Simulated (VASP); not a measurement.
# V (Im-3m) in VASP: notebook, part 2 of 2

VASP 6.6.1. Earlier steps stand in the parts before.

## Step 3: Single point, r2SCAN

POSCAR

```
V
1.0
   -1.4799860000      1.4799860000      1.4799860000
    1.4799860000     -1.4799860000      1.4799860000
    1.4799860000      1.4799860000     -1.4799860000
V
1
Direct
    0.0000000000      0.0000000000      0.0000000000
```

INCAR.step1

```
SYSTEM = V
  ALGO = Normal
  EDIFF = 1E-4
  ENCUT = 520
  GGA = PE
  ISMEAR = -1
  LASPH = .True.
  LCHARG = .False.
  LREAL = .False.
  LWAVE = .True.
  NBANDS = 12
  NELM = 100
  PREC = Accurate
  SIGMA = 0.05
```

INCAR.step2

```
SYSTEM = V
  ALGO = Normal
  EDIFF = 1E-6
  ENCUT = 520
  ISIF = 2
  ISMEAR = -1
  ISTART = 1
  LASPH = .True.
  LCHARG = .False.
  LMIXTAU = .True.
  LREAL = .False.
  LWAVE = .False.
  METAGGA = R2SCAN
  NBANDS = 12
  NELM = 100
  PREC = Accurate
  SIGMA = 0.05
```

KPOINTS

```
k-points
0
Gamma
  14 14 14
  0 0 0
```

Potentials or basis: VASP PAW PBE potentials, release 64 (V_sv).

Command:

```bash
> cat potpaw_PBE.64/V_sv/POTCAR > POTCAR
> cp INCAR.step1 INCAR
> mpirun -np 1 vasp_std > vasp.out
> cp INCAR.step2 INCAR
> mpirun -np 1 vasp_std > vasp.out
```

OUTCAR:

```text
SYSTEM = V
   EDIFF = 1E-6
   ENCUT = 520
   ISIF = 2
   ISMEAR = -1
   ISTART = 1
   LASPH = .True.
   LREAL = .False.
   METAGGA = R2SCAN
   NELM = 100
   PREC = Accurate

 ion  position               nearest neighbor table
   1  0.000  0.000  0.000-

  LATTYP: Found a body centered cubic cell.
 ALAT       =     2.9599720000

  Lattice vectors:

 A1 = (  -1.4799860000,   1.4799860000,   1.4799860000)
 A2 = (   1.4799860000,  -1.4799860000,   1.4799860000)
 A3 = (   1.4799860000,   1.4799860000,  -1.4799860000)

Analysis of symmetry for initial positions (statically):
=====================================================================
 Subroutine PRICEL returns:
 Original cell was already a primitive cell.

 Routine SETGRP: Setting up the symmetry group for a
 body centered cubic supercell.

 Subroutine GETGRP returns: Found 48 space group operations
 (whereof 48 operations were pure point group operations)
 out of a pool of 48 trial point group operations.

The static configuration has the point symmetry O_h .

Analysis of symmetry for dynamics (positions and initial velocities):
=====================================================================
 Subroutine PRICEL returns:
 Original cell was already a primitive cell.

 Routine SETGRP: Setting up the symmetry group for a
 body centered cubic supercell.

 Subroutine GETGRP returns: Found 48 space group operations
 (whereof 48 operations were pure point group operations)
 out of a pool of 48 trial point group operations.

The dynamic configuration has the point symmetry O_h .

 Subroutine INISYM returns: Found 48 space group operations
 (whereof 48 operations are pure point group operations),
 and found     1 'primitive' translations

----------------------------------------------------------------------------------------

                                     Primitive cell

  volume of cell :      12.9668

  direct lattice vectors                    reciprocal lattice vectors
    -1.479986000  1.479986000  1.479986000     0.000000000  0.337841034  0.337841034
     1.479986000 -1.479986000  1.479986000     0.337841034  0.000000000  0.337841034
     1.479986000  1.479986000 -1.479986000     0.337841034  0.337841034  0.000000000

  length of vectors
     2.563410946  2.563410946  2.563410946     0.477779372  0.477779372  0.477779372

  position of ions in fractional coordinates (direct lattice)
     0.000000000  0.000000000  0.000000000

  ion indices of the primitive-cell ions
   primitive index   ion index
                 1           1

----------------------------------------------------------------------------------------

 KPOINTS: k-points

Automatic generation of k-mesh.
 Grid dimensions read from file:
 generate k-points for:   14   14   14

 Generating k-lattice:

  Cartesian coordinates                     Fractional coordinates (reciprocal lattice)
     0.000000000  0.024131502  0.024131502     0.071428571  0.000000000  0.000000000
     0.024131502  0.000000000  0.024131502     0.000000000  0.071428571  0.000000000
     0.024131502  0.024131502  0.000000000     0.000000000  0.000000000  0.071428571

  Length of vectors
     0.034127098  0.034127098  0.034127098

  Shift w.r.t. Gamma in fractional coordinates (k-lattice)
     0.000000000  0.000000000  0.000000000

 Subroutine IBZKPT returns following result:
 ===========================================

 Found    104 irreducible k-points:

 Following reciprocal coordinates:
            Coordinates               Weight
  0.000000  0.000000  0.000000      1.000000
  0.071429  0.000000  0.000000     12.000000
  0.142857  0.000000  0.000000     12.000000
  0.214286  0.000000  0.000000     12.000000
  0.285714  0.000000  0.000000     12.000000
  0.357143  0.000000  0.000000     12.000000
[... 16 lines left out ...]
  0.285714  0.285714  0.000000     24.000000
  0.357143  0.285714  0.000000     24.000000
 [... further k-points ...]
   k-points           NKPTS =    104   k-points in BZ     NKDIM =    104   number of bands    NBANDS=     12
   number of dos      NEDOS =    301   number of ions     NIONS =      1
   total plane-waves  NPLWV =   8000
   dimension x,y,z NGX =    20 NGY =   20 NGZ =   20
   dimension x,y,z NGXF=    40 NGYF=   40 NGZF=   40
   ions per type =               1
   NGX,Y,Z   is equivalent  to a cutoff of  12.97, 12.97, 12.97 a.u.
   NGXF,Y,Z  is equivalent  to a cutoff of  25.94, 25.94, 25.94 a.u.
 SYSTEM =  V
   PREC   = accura    normal or accurate (medium, high low for compatibility)
   ISTART =      1    job   : 0-new  1-cont  2-samecut
   ICHARG =      0    charge: 1-file 2-atom 10-const
   ISPIN  =      1    spin polarized calculation?
   LNONCOLLINEAR =      F non collinear calculations
   LSORBIT =      F    spin-orbit coupling
   LASPH  =      T    aspherical Exc in radial PAW
   ENCUT  =  520.0 eV  38.22 Ry    6.18 a.u.   4.77  4.77  4.77*2*pi/ulx,y,z
   NELM   =    100;   NELMIN=  2; NELMDL=  0     # of ELM steps
   EDIFF  = 0.1E-05   stopping-criterion for ELM
   LREAL  =      F    real-space projection
   EDIFFG = 0.1E-04   stopping-criterion for IOM
   NSW    =      0    number of steps for IOM
   IBRION =     -1    ionic relax: 0-MD 1-quasi-New 2-CG
   NFREE  =      0    steps in history (QN), initial steepest desc. (CG)
   ISIF   =      2    stress and relaxation
   ISYM   =      2    0-nonsym 1-usesym 2-fastsym
   POTIM  = 0.5000    time-step for ionic-motion
   TEBEG  =    0.0;   TEEND  =   0.0 temperature during run
   PSTRESS=    0.0 pullay stress
   NELECT =      13.0000    total number of electrons
   NUPDOWN=      -1.0000    fix difference up-down
   EMIN   =  10.00;   EMAX   =-10.00  energy-range for DOS
   EFERMI =   0.00;   METHOD = LEGACY
   ISMEAR =    -1;   SIGMA  =   0.05  broadening in eV -4-tet -1-fermi 0-gaus
   EFERMI_NEDOS =   21; number of points for ismear=-14 and -15
   IALGO  =     38    algorithm
   IMIX   =      4    mixing-type and parameters
     AMIX     =   0.40;   BMIX     =  1.00
     AMIX_MAG =   1.60;   BMIX_MAG =  1.00
  volume/ion in A,a.u.               =      12.97        87.50
  Fermi-wavevector in a.u.,A,eV,Ry     =   1.638495  3.096306 36.527078  2.684665
  Thomas-Fermi vector in A             =   2.729458
   LORBIT       =      0    0 simple, 1 ext, 2 COOP (PROOUT), +10 PAW based schemes
   METAGGA = R2SCAN    functional components
   LHFCALC =     F    Hartree Fock is set to
   AEXX    =    0.0000 exact exchange contribution
   IVDW    =     0    specifies the selected vdW correction
   LEPSILON=     F    determine dielectric tensor
   LRPA    =     F    only Hartree local field effects (RPA)
 non-spin polarized calculation
  energy-cutoff  :      520.00
  volume of cell :       12.97
 maximum number of plane-waves:       370
   NGX =  9   NGY =  9   NGZ =  9

 number of electron      13.0000001 magnetization

 Free energy of the ion-electron system (eV)
  ---------------------------------------------------
  ext. energy  EPLUGINS =         0.00000000
  ---------------------------------------------------
  free energy    TOTEN  =       -14.13476028 eV

  energy without entropy =      -14.12443312  energy(sigma->0) =      -14.12959670

 E-fermi :  10.1579     XC(G=0): -14.2978

 val. band max:       10.1021626631   @ k =  -0.3571   0.4286   0.1429
 cond. band min:      10.1580188464   @ k =   0.0714   0.0714   0.0714
 fundamental gap:      0.0558561832
 Fermi energy:        10.1578928625

 k-point     1 :       0.0000    0.0000    0.0000
  band No.  band energies     occupation
      1     -56.1135      2.00000
      2     -28.1979      2.00000
      3     -28.1979      2.00000
      4     -28.1979      2.00000
      5       3.0069      2.00000
      6      10.6457      0.00012
      7      10.6457      0.00012
      8      10.6457      0.00012
      9      12.9292      0.00000
     10      12.9292      0.00000
     11      31.6875      0.00000
     12      31.6876      0.00000
[... 331 lines left out ...]
 k-point    24 :       0.3571    0.2857    0.0000
  band No.  band energies     occupation
      1     -55.8446      2.00000
      2     -29.0002      2.00000
      3     -28.8351      2.00000
      4     -28.3252      2.00000
      5       8.2571      2.00000
      6       8.9539      2.00000
      7       9.3466      2.00000
      8      13.0277      0.00000
      9      13.3201      0.00000
     10      18.8097      0.00000
     11      20.6595      0.00000
     12      22.5887      0.00000

 [... further k-points ...]

------------------------ aborting loop because EDIFF is reached ----------------------------------------

  FORCE on cell =-STRESS in cart. coord.  units (eV):
  Direction    XX          YY          ZZ          XY          YZ          ZX
  --------------------------------------------------------------------------------------
  -------------------------------------------------------------------------------------
  Total        0.4056851      0.4056851      0.4056851     -0.0000000     -0.0000000      0.0000000
  in kB       50.1264299     50.1264299     50.1264299     -0.0000000     -0.0000000      0.0000000
  external PRESSURE =      50.1264299 kB  Pullay stress =       0.0000000 kB

 VOLUME and BASIS-vectors are now :
 -----------------------------------------------------------------------------
  energy-cutoff  :      520.00
  volume of cell :       12.97
      direct lattice vectors                 reciprocal lattice vectors
    -1.479986000  1.479986000  1.479986000     0.000000000  0.337841034  0.337841034
     1.479986000 -1.479986000  1.479986000     0.337841034  0.000000000  0.337841034
     1.479986000  1.479986000 -1.479986000     0.337841034  0.337841034  0.000000000

 POSITION                                       TOTAL-FORCE (eV/Angst)
 -----------------------------------------------------------------------------------
      0.00000      0.00000      0.00000         0.000000      0.000000      0.000000
 -----------------------------------------------------------------------------------
    total drift:                                0.000000     -0.000000      0.000000

  FREE ENERGIE OF THE ION-ELECTRON SYSTEM (eV)
  ---------------------------------------------------
  free  energy   TOTEN  =       -14.1347602843 eV

  energy  without entropy=      -14.1244331173  energy(sigma->0) =      -14.12959670
```

Run time: 45 s. Hardware: 1 thread of Intel Xeon Platinum 8375C at 2.90GHz (Ice Lake), shared host; peak memory 0.13 GiB.

What came out:

| Property | Result |
| --- | --- |
| Free energy | -14.1348 eV |
| Pressure | 5.0 GPa |

Caveat: the PAW data sets were made with another functional, which shifts forces and pressure a little.
